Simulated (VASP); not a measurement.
Write the native input for VASP 6.6.1 that does the following.

```
Task                   : single point
Functional             : PBE
Potentials or basis    : VASP PAW PBE potentials, release 64 (C)
Cutoff                 : 520 eV
k mesh                 : 12 × 12 × 12
Occupations            : gaussian, width 0.02 eV
Spin                   : no spin polarisation
Dipole correction      : no
Further INCAR settings : ALGO = Normal; EDIFF = 1e-07; NBANDS = 11
```

The structure of C lies in POSCAR:

```
C
1.0
    0.0000000000      1.8433806554      1.8433806554
    1.8433806554      0.0000000000      1.8433806554
    1.8433806554      1.8433806554      0.0000000000
C
2
Direct
    0.0000000000      0.0000000000      0.0000000000
    0.2500000000      0.2500000000      0.2500000000
```

This cell differs from its parent crystal: volume scaled by 1.10.

One way to write it, as run:

INCAR

```
PREC = Accurate
ENCUT = 520
EDIFF = 1E-7
ISMEAR = 0
SIGMA = 0.02
LREAL = False
LASPH = True
NELM = 100
ALGO = Normal
ISIF = 2
LWAVE = False
LCHARG = False
GGA = PE
NBANDS = 11
```

KPOINTS

```
Automatic mesh
0
Gamma
  12 12 12
```

Potentials or basis: VASP PAW PBE potentials, release 64 (C).

Command:

```sh
$ cat potpaw_PBE.64/C/POTCAR > POTCAR
$ mpirun -np 1 vasp_std > vasp.out
```

It gave:

| Quantity | Value |
| --- | --- |
| Pressure | -34.2 GPa |
| Band gap on the k mesh | 3.93 eV, indirect (least direct gap 5.32 eV) |

Run time: 11 s on 1 thread of AMD EPYC 7R13 (shared host), peak memory 0.09 GiB.
